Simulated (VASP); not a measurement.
Here is a VASP 6.6.1 calculation.

INCAR

```
PREC = Accurate
ENCUT = 520
EDIFF = 1E-6
ISMEAR = 0
SIGMA = 0.1
LREAL = F
LASPH = T
NELM = 60
ALGO = Fast
ISIF = 2
LWAVE = F
LCHARG = F
GGA = PE
NBANDS = 25
```

The input KPOINTS:

```
Automatic mesh
0
Gamma
  14 14 14
```

File POSCAR:

```
SiNi3
1.0
    3.6640413324      0.0000000000      0.0000000000
    0.0000000000      3.6640413324      0.0000000000
    0.0000000000      0.0000000000      3.6640413324
Si Ni
1 3
Direct
    0.0000000000      0.0000000000      0.0000000000
    0.0000000000      0.5000000000      0.5000000000
    0.5000000000      0.0000000000      0.5000000000
    0.5000000000      0.5000000000      0.0000000000
```

Potentials or basis: VASP PAW PBE potentials, release 64 (Si, Ni).

Run with:

```bash
$ cat potpaw_PBE.64/Si/POTCAR potpaw_PBE.64/Ni/POTCAR > POTCAR
$ mpirun -np 1 vasp_std > vasp.out
```

Q: Predict the pressure.

A: -20.3 GPa.

Q: Estimate the band gap on the k mesh.

A: Zero (band 17 reaches 8.82 eV, above the bottom of band 18 at 8.62 eV).

Caveat: the cell differs from its parent crystal (equal strain along all axes, cell held: +4.5 %). Spin polarisation is off, so any magnetic state and its effect on volume and gap are missing.
